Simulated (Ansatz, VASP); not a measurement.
**SiC: VASP beside Ansatz**

```
Si C
1.0
     0.00000    2.18986    2.18986
     2.18986    0.00000    2.18986
     2.18986    2.18986    0.00000
Si C
1 1
Direct
  0.00000 0.00000 0.00000
  0.25000 0.25000 0.25000
```

Alike in both runs: task single point; functional PBE; k mesh 10 × 10 × 10; no spin polarisation.

```csv
,VASP,Ansatz
version,VASP 6.6.1,Ansatz 0.2.0
potentials or method,"VASP PAW PBE potentials, release 64 (Si, C), cutoff 600 eV","scalar-relativistic, plane waves, PAW"
occupations,"gaussian, width 0.01 eV",fixed
valence electrons in the cell,8,8
```

```csv
,VASP,Ansatz,Ansatz less VASP
gap on the k mesh at the Fermi level (eV),1.37,1.37,+0.002
least direct gap on the mesh (eV),4.53,4.53,+0.008
pressure (GPa),-0.2,0.0,+0.18
```
